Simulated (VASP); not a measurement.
# Rh (P6_3/mmc) in VASP: a series of runs, part 2 of 3

VASP 6.6.1.

### Step 4. Single point, PBE (12.83 Å³/atom)

The input, INCAR:

```
PREC = Accurate ; ENCUT = 520
EDIFF = 1E-6 ; ISMEAR = 0
SIGMA = 0.15 ; LREAL = False
LASPH = True ; NELM = 60
ALGO = Fast ; ISIF = 2
LWAVE = False ; LCHARG = False
GGA = PE ; NBANDS = 22
```

The input, KPOINTS:

```
regular mesh
0
Gamma
  21 21 12
```

The input, POSCAR:

```
Rh
1.0
    2.7214041804      0.0000000000      0.0000000000
   -1.3607020902      2.3568051542      0.0000000000
    0.0000000000      0.0000000000      4.0007362857
Rh
2
Direct
    0.6666666667      0.3333333333      0.7500000000
    0.3333333333      0.6666666667      0.2500000000
```

Potentials or basis: VASP PAW PBE potentials, release 64 (Rh_pv).

Started as:

```bash
$ cat potpaw_PBE.64/Rh_pv/POTCAR > POTCAR
$ mpirun -np 1 vasp_std > vasp.out
```

OUTCAR:

```text
PREC = Accurate
   ENCUT = 520
   EDIFF = 1E-6
   ISMEAR = 0
   LREAL = False
   LASPH = True
   NELM = 60
   ISIF = 2
   GGA = PE

 ion  position               nearest neighbor table
   1  0.667  0.333  0.750-   2 2.54   2 2.54   2 2.54   2 2.54   2 2.54   2 2.54
   2  0.333  0.667  0.250-   1 2.54   1 2.54   1 2.54   1 2.54   1 2.54   1 2.54

  LATTYP: Found a hexagonal cell.
 ALAT       =     2.7214041804
 C/A-ratio  =     1.4701000000

  Lattice vectors:

 A1 = (   2.7214041804,   0.0000000000,   0.0000000000)
 A2 = (  -1.3607020902,   2.3568051542,   0.0000000000)
 A3 = (   0.0000000000,   0.0000000000,   4.0007362857)

Analysis of symmetry for initial positions (statically):
=====================================================================
 Subroutine PRICEL returns:
 Original cell was already a primitive cell.

 Routine SETGRP: Setting up the symmetry group for a
 hexagonal supercell.

 Subroutine GETGRP returns: Found 24 space group operations
 (whereof 12 operations were pure point group operations)
 out of a pool of 24 trial point group operations.

The static configuration has the point symmetry D_3d.
 The point group associated with its full space group is D_6h.

Analysis of symmetry for dynamics (positions and initial velocities):
=====================================================================
 Subroutine PRICEL returns:
 Original cell was already a primitive cell.

 Routine SETGRP: Setting up the symmetry group for a
 hexagonal supercell.

 Subroutine GETGRP returns: Found 24 space group operations
 (whereof 12 operations were pure point group operations)
 out of a pool of 24 trial point group operations.

The dynamic configuration has the point symmetry D_3d.
 The point group associated with its full space group is D_6h.

 Subroutine INISYM returns: Found 24 space group operations
 (whereof 12 operations are pure point group operations),
 and found     1 'primitive' translations

[... 110 lines left out ...]
   EFERMI_NEDOS =   21; number of points for ismear=-14 and -15
   IALGO  =     68    algorithm
   IMIX   =      4    mixing-type and parameters
     AMIX     =   0.40;   BMIX     =  1.00
     AMIX_MAG =   1.60;   BMIX_MAG =  1.00
  volume/ion in A,a.u.               =      12.83        86.58
  Fermi-wavevector in a.u.,A,eV,Ry     =   1.724632  3.259081 40.468550  2.974355
  Thomas-Fermi vector in A             =   2.800284
   LORBIT       =      0    0 simple, 1 ext, 2 COOP (PROOUT), +10 PAW based schemes
   GGA     = PE    functional components
   LHFCALC =     F    Hartree Fock is set to
   AEXX    =    0.0000 exact exchange contribution
   IVDW    =     0    specifies the selected vdW correction
   LEPSILON=     F    determine dielectric tensor
   LRPA    =     F    only Hartree local field effects (RPA)
 non-spin polarized calculation
 RMM-DIIS sequential band-by-band and
 Gauss-broadening in eV      SIGMA  =   0.15
  energy-cutoff  :      520.00
  volume of cell :       25.66
 maximum number of plane-waves:       706
   NGX = 11   NGY = 11   NGZ = 15

 number of electron      30.0000000 magnetization

 Free energy of the ion-electron system (eV)
  ---------------------------------------------------
  ext. energy  EPLUGINS =         0.00000000
  ---------------------------------------------------
  free energy    TOTEN  =       -14.06441474 eV

  energy without entropy =      -14.02804323  energy(sigma->0) =      -14.04622899

 E-fermi :  13.3579     XC(G=0): -14.4699

 val. band max:       13.3556724263   @ k =   0.3810   0.1905   0.3333
 cond. band min:      13.3581693472   @ k =   0.2857  -0.0000   0.4167
 fundamental gap:      0.0024969209
 Fermi energy:        13.3578716713

 k-point     1 :       0.0000    0.0000    0.0000
  band No.  band energies     occupation
      1     -34.3828      2.00000
      2     -33.4668      2.00000
      3     -33.4668      2.00000
      4     -33.2480      2.00000
      5     -33.2480      2.00000
      6     -33.2291      2.00000
[... 589 lines left out ...]
     21      28.6517      0.00000
     22      31.2730      0.00000

 [... further k-points ...]

------------------------ aborting loop because EDIFF is reached ----------------------------------------

  FORCE on cell =-STRESS in cart. coord.  units (eV):
  Direction    XX          YY          ZZ          XY          YZ          ZX
  --------------------------------------------------------------------------------------
  -------------------------------------------------------------------------------------
  Total        3.7936945      3.7936945      8.9851713     -0.0000000      0.0000000      0.0000000
  in kB      236.8733948    236.8733948    561.0225186     -0.0000000      0.0000000      0.0000000
  external PRESSURE =     344.9231027 kB  Pullay stress =       0.0000000 kB

 VOLUME and BASIS-vectors are now :
 -----------------------------------------------------------------------------
  energy-cutoff  :      520.00
  volume of cell :       25.66
      direct lattice vectors                 reciprocal lattice vectors
     2.721404180  0.000000000  0.000000000     0.367457362  0.212151607  0.000000000
    -1.360702090  2.356805154  0.000000000     0.000000000  0.424303213  0.000000000
     0.000000000  0.000000000  4.000736286     0.000000000  0.000000000  0.249953991

 POSITION                                       TOTAL-FORCE (eV/Angst)
 -----------------------------------------------------------------------------------
      1.36070      0.78560      3.00055         0.000000      0.000000      0.000000
     -0.00000      1.57120      1.00018        -0.000000      0.000000      0.000000
 -----------------------------------------------------------------------------------
    total drift:                               -0.000000      0.000000     -0.000000

  FREE ENERGIE OF THE ION-ELECTRON SYSTEM (eV)
  ---------------------------------------------------
  free  energy   TOTEN  =       -14.0644147394 eV

  energy  without entropy=      -14.0280432335  energy(sigma->0) =      -14.04622899
```

OSZICAR:

```text
N       E                     dE             d eps       ncg     rms          rms(c)
DAV:   1     0.329593874106E+03    0.32959E+03   -0.18950E+04 14816   0.161E+03
DAV:   2    -0.765276110297E+01   -0.33725E+03   -0.32521E+03 15360   0.480E+02
DAV:   3    -0.149103209414E+02   -0.72576E+01   -0.72217E+01 17334   0.794E+01
DAV:   4    -0.149580852456E+02   -0.47764E-01   -0.47760E-01 16542   0.646E+00
DAV:   5    -0.149588324294E+02   -0.74718E-03   -0.74718E-03 17496   0.831E-01    0.179E+01
RMM:   6    -0.141157682484E+02    0.84306E+00   -0.16858E+00 15169   0.113E+01    0.717E+00
RMM:   7    -0.140710535825E+02    0.44715E-01   -0.12657E-01 15552   0.304E+00    0.258E+00
RMM:   8    -0.140650953768E+02    0.59582E-02   -0.23041E-02 16115   0.146E+00    0.445E-01
RMM:   9    -0.140643779846E+02    0.71739E-03   -0.22292E-03 17442   0.468E-01    0.328E-02
RMM:  10    -0.140644123477E+02   -0.34363E-04   -0.27412E-04 17781   0.180E-01    0.129E-02
RMM:  11    -0.140644151439E+02   -0.27962E-05   -0.46297E-05 20281   0.653E-02    0.595E-03
RMM:  12    -0.140644147394E+02    0.40455E-06   -0.88458E-06 16231   0.317E-02
   1 F= -.14064415E+02 E0= -.14046229E+02  d E =-.363715E-01
```

stdout:

```text
POSCAR found type information on POSCAR Rh
 POSCAR found :  1 types and       2 ions
 scaLAPACK will be used
 LDA part: xc-table for (Slater+PW92), standard interpolation
 POSCAR, INCAR and KPOINTS ok, starting setup
 FFT: planning ... GRIDC
 FFT: planning ... GRID_SOFT
 FFT: planning ... GRID
 WAVECAR not read
 entering main loop
```

It took 2.8 min on 1 thread of Intel Xeon 8259CL, shared host; peak memory 0.25 GiB.

What came out:

| Property | Result |
| --- | --- |
| Free energy | -14.0644 eV |
| Pressure | 34.5 GPa |
| Band gap on the k mesh | zero (bands 15 and 16 overlap by 2.26 eV) |

Stress tensor (GPa, compression positive):
```
23.69  0.00  0.00
 0.00 23.69  0.00
 0.00  0.00 56.10
```

Caveat: the stress differs along the axes, from 24 to 56 GPa.

### Step 5. Single point, PBE (12.83 Å³/atom)

The input, INCAR:

```
ALGO     = Fast           # electronic algorithm
EDIFF    = 1E-6           # SCF threshold, eV
ENCUT    = 520            # plane-wave cutoff, eV
GGA      = PE             # functional
ISIF     = 2              # what is computed and relaxed
ISMEAR   = 0              # smearing method
LASPH    = T              # aspherical terms in the spheres
LCHARG   = F              # write CHGCAR
LREAL    = F              # projectors in reciprocal space
LWAVE    = F              # write WAVECAR
NBANDS   = 22             # bands
NELM     = 60             # most SCF steps
PREC     = Accurate       # precision mode
SIGMA    = 0.15           # smearing width, eV
```

The input, KPOINTS:

```
k-points
0
Gamma
  21 21 12
```

The input, POSCAR:

```
Rh
1.0
    2.6672353839      0.0000000000      0.0000000000
   -1.3336176920      2.3098936003      0.0000000000
    0.0000000000      0.0000000000      4.1648880519
Rh
2
Direct
    0.6666666667      0.3333333333      0.7500000000
    0.3333333333      0.6666666667      0.2500000000
```

Potentials or basis: VASP PAW PBE potentials, release 64 (Rh_pv).

Started as:

```bash
$ cat potpaw_PBE.64/Rh_pv/POTCAR > POTCAR
$ mpirun -np 1 vasp_std > vasp.out
```

OUTCAR:

```text
EDIFF = 1E-6
   ENCUT = 520
   GGA = PE
   ISIF = 2
   ISMEAR = 0
   LASPH = T
   LREAL = F
   NELM = 60
   PREC = Accurate

 ion  position               nearest neighbor table
   1  0.667  0.333  0.750-   2 2.59   2 2.59   2 2.59   2 2.59   2 2.59   2 2.59
   2  0.333  0.667  0.250-   1 2.59   1 2.59   1 2.59   1 2.59   1 2.59   1 2.59

  LATTYP: Found a hexagonal cell.
 ALAT       =     2.6672353839
 C/A-ratio  =     1.5615000000

  Lattice vectors:

 A1 = (   2.6672353839,   0.0000000000,   0.0000000000)
 A2 = (  -1.3336176920,   2.3098936003,   0.0000000000)
 A3 = (   0.0000000000,   0.0000000000,   4.1648880519)

Analysis of symmetry for initial positions (statically):
=====================================================================
 Subroutine PRICEL returns:
 Original cell was already a primitive cell.

 Routine SETGRP: Setting up the symmetry group for a
 hexagonal supercell.

 Subroutine GETGRP returns: Found 24 space group operations
 (whereof 12 operations were pure point group operations)
[... 162 lines left out ...]
  ext. energy  EPLUGINS =         0.00000000
  ---------------------------------------------------
  free energy    TOTEN  =       -14.21247626 eV

  energy without entropy =      -14.17852004  energy(sigma->0) =      -14.19549815

 E-fermi :  13.3511     XC(G=0): -14.4793

 val. band max:       13.3490138070   @ k =   0.3810   0.2381   0.3333
 cond. band min:      13.3537608861   @ k =   0.3810   0.0000   0.4167
 fundamental gap:      0.0047470791
 Fermi energy:        13.3510640075

 k-point     1 :       0.0000    0.0000    0.0000
  band No.  band energies     occupation
      1     -34.2837      2.00000
      2     -33.4184      2.00000
      3     -33.4184      2.00000
      4     -33.2568      2.00000
      5     -33.2568      2.00000
      6     -33.2564      2.00000
[... 589 lines left out ...]
     21      29.3020      0.00000
     22      31.1350      0.00000

 [... further k-points ...]

------------------------ aborting loop because EDIFF is reached ----------------------------------------

  FORCE on cell =-STRESS in cart. coord.  units (eV):
  Direction    XX          YY          ZZ          XY          YZ          ZX
  --------------------------------------------------------------------------------------
  -------------------------------------------------------------------------------------
  Total        4.3274876      4.3274876      6.4279759     -0.0000000     -0.0000000     -0.0000000
  in kB      270.2027499    270.2027499    401.3545287     -0.0000000     -0.0000000     -0.0000000
  external PRESSURE =     313.9200095 kB  Pullay stress =       0.0000000 kB

 VOLUME and BASIS-vectors are now :
 -----------------------------------------------------------------------------
  energy-cutoff  :      520.00
  volume of cell :       25.66
      direct lattice vectors                 reciprocal lattice vectors
     2.667235384  0.000000000  0.000000000     0.374920041  0.216460187  0.000000000
    -1.333617692  2.309893600  0.000000000     0.000000000  0.432920373  0.000000000
     0.000000000  0.000000000  4.164888052     0.000000000  0.000000000  0.240102492

 POSITION                                       TOTAL-FORCE (eV/Angst)
 -----------------------------------------------------------------------------------
      1.33362      0.76996      3.12367        -0.000000      0.000000      0.000000
     -0.00000      1.53993      1.04122         0.000000      0.000000      0.000000
 -----------------------------------------------------------------------------------
    total drift:                               -0.000000      0.000000     -0.000000

  FREE ENERGIE OF THE ION-ELECTRON SYSTEM (eV)
  ---------------------------------------------------
  free  energy   TOTEN  =       -14.2124762646 eV

  energy  without entropy=      -14.1785200396  energy(sigma->0) =      -14.19549815
```

OSZICAR:

```text
N       E                     dE             d eps       ncg     rms          rms(c)
DAV:   1     0.329029667502E+03    0.32903E+03   -0.18977E+04 14824   0.161E+03
DAV:   2    -0.784388899556E+01   -0.33687E+03   -0.32470E+03 15324   0.480E+02
DAV:   3    -0.150890478121E+02   -0.72452E+01   -0.72093E+01 17358   0.793E+01
DAV:   4    -0.151363430616E+02   -0.47295E-01   -0.47291E-01 16658   0.644E+00
DAV:   5    -0.151370785912E+02   -0.73553E-03   -0.73552E-03 17394   0.826E-01    0.176E+01
RMM:   6    -0.142635667335E+02    0.87351E+00   -0.17657E+00 15216   0.115E+01    0.693E+00
RMM:   7    -0.142191974275E+02    0.44369E-01   -0.13041E-01 15591   0.306E+00    0.250E+00
RMM:   8    -0.142132934308E+02    0.59040E-02   -0.24234E-02 16202   0.150E+00    0.482E-01
RMM:   9    -0.142124453010E+02    0.84813E-03   -0.22771E-03 17433   0.470E-01    0.198E-02
RMM:  10    -0.142124770487E+02   -0.31748E-04   -0.26840E-04 17546   0.175E-01    0.162E-02
RMM:  11    -0.142124767563E+02    0.29238E-06   -0.20927E-05 19173   0.454E-02    0.525E-03
RMM:  12    -0.142124762646E+02    0.49176E-06   -0.49760E-06 15518   0.216E-02
   1 F= -.14212476E+02 E0= -.14195498E+02  d E =-.339562E-01
```

It took 3.1 min on 1 thread of Intel Xeon 8259CL, shared host; peak memory 0.25 GiB.

Results:

- Free energy: -14.2125 eV
- Pressure: 31.4 GPa
- Band gap on the k mesh: zero (bands 15 and 16 overlap by 2.60 eV)

Stress tensor (GPa, compression positive):
```
27.02  0.00  0.00
 0.00 27.02  0.00
 0.00  0.00 40.14
```

Caveat: the stress differs along the axes, from 27 to 40 GPa.

(Continued in part 3 of 3.)
